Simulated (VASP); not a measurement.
Here is a VASP 6.6.1 calculation.

Contents of INCAR:

```
PREC = Accurate
ENCUT = 500
EDIFF = 1E-6
ISMEAR = -1
SIGMA = 0.05
LREAL = False
LASPH = True
NELM = 120
ALGO = Normal
ISIF = 2
LWAVE = False
LCHARG = False
GGA = CA
NBANDS = 12
GGA_COMPAT = False
```

Contents of KPOINTS:

```
regular mesh
0
Gamma
  11 11 11
```

The input POSCAR:

```
Ta
1.0
   -1.6836662614      1.6836662614      1.6836662614
    1.6836662614     -1.6836662614      1.6836662614
    1.6836662614      1.6836662614     -1.6836662614
Ta
1
Direct
    0.0000000000      0.0000000000      0.0000000000
```

Potentials or basis: VASP PAW LDA potentials, release 64 (Ta_sv_GW).

Command:

```console
$ cat potpaw_LDA.64/Ta_sv_GW/POTCAR > POTCAR
$ mpirun -np 1 vasp_std > vasp.out
```

What does it give for the pressure?

-19.4 GPa.
